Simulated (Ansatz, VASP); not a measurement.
**One calculation of Cr2Ni, two programs**

The input INCAR:

```
PREC = Accurate ; ENCUT = 600
EDIFF = 1E-6 ; ISMEAR = 0
SIGMA = 0.1 ; LREAL = F
LASPH = T ; NELM = 100
ALGO = Normal ; ISIF = 3
LWAVE = F ; LCHARG = F
GGA = PE ; IBRION = 2
NSW = 90 ; EDIFFG = -0.04
```

Contents of KPOINTS:

```
Automatic mesh
0
Gamma
  6 6 6
```

POSCAR

```
Cr2Ni
1.0
    3.2161055057      0.0000000000      0.0000000000
   -1.6080527529      2.7852290692      0.0000000000
    0.0000000000      0.0000000000      3.4725391673
Cr Ni
2 1
Direct
    0.3333333333      0.6666666667      0.5000000000
    0.6666666667      0.3333333333      0.5000000000
    0.0000000000      0.0000000000      0.0000000000
```

Input for Ansatz:

```yaml
crystal:
  lattice:
    - [3.2161055057, 0.0, 0.0]
    - [-1.6080527529, 2.7852290692, 0.0]
    - [0.0, 0.0, 3.4725391673]
  atoms:
    - { symbol: Cr, position: [0.3333333333, 0.6666666667, 0.5] }
    - { symbol: Cr, position: [0.6666666667, 0.3333333333, 0.5] }
    - { symbol: Ni, position: [0.0, 0.0, 0.0] }
basis:
  ecutwfc: 420
kpoints:
  mp_grid: { grid: [6, 6, 6] }
hamiltonian:
  xc: pbe
scf:
  occupations: { method: gaussian, width: 0.1 }
  lower_state_search: "off"
output:
  forces: true
  stress: true
  eigenvalues: true
relax:
  adjacent_minimum: "off"
  f_tol: 0.04
  max_steps: 70
  cell: { stress_tol: 0.4 }
```

Alike in both runs: task relaxation of cell and atoms; functional PBE; k mesh 6 × 6 × 6; occupations gaussian, width 0.1 eV; no spin polarisation.

|  | VASP | Ansatz |
| --- | --- | --- |
| version | VASP 6.6.1 | Ansatz 0.2.0 |
| potentials or method | VASP PAW PBE potentials, release 64 (Cr_pv, Ni), cutoff 600 eV | scalar-relativistic, plane waves, PAW |
| valence electrons in the cell | 34 | 46 |

```tsv
	VASP	Ansatz	Ansatz less VASP
gap on the k mesh at the Fermi level, each at its own relaxed structure (eV)	none	none	-
relaxed volume (Å³/atom)	11.35	11.40	+0.045
relaxed cell length with the largest relative difference (Å)	4.049	4.059	+0.0094
```

A gap of «none» marks a metal or a gap that the smearing closes. VASP's potentials hold 34 valence electrons a cell and Ansatz's 46, so a difference there can come from the potentials and not from the codes.

The k mesh is coarse, so the values compare programs but aren't converged.
